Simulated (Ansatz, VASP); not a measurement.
**BaS: VASP beside Ansatz**

```
Ba S
1.0
     0.00000    3.19375    3.19375
     3.19375    0.00000    3.19375
     3.19375    3.19375    0.00000
Ba S
1 1
Direct
  0.00000 0.00000 0.00000
  0.50000 0.50000 0.50000
```

Alike in both runs: task single point; functional LDA; k mesh 6 × 6 × 6; occupations gaussian, width 0.1 eV; no spin polarisation.

```csv
,VASP,Ansatz
version,VASP 6.6.1,Ansatz 0.2.0
potentials or method,"VASP PAW LDA potentials, release 64 (Ba_sv, S), cutoff 500 eV","scalar-relativistic, plane waves, PAW"
valence electrons in the cell,16,16
```

```csv
,VASP,Ansatz,Ansatz less VASP
gap on the k mesh at the Fermi level (eV),1.90,2.01,+0.105
least direct gap on the mesh (eV),2.04,2.12,+0.074
pressure (GPa),-1.8,-2.5,-0.63
```

LDA's correlation is that of Perdew and Zunger in VASP and of Perdew and Wang (1992) in Ansatz.

Neither program's run includes spin-orbit coupling.
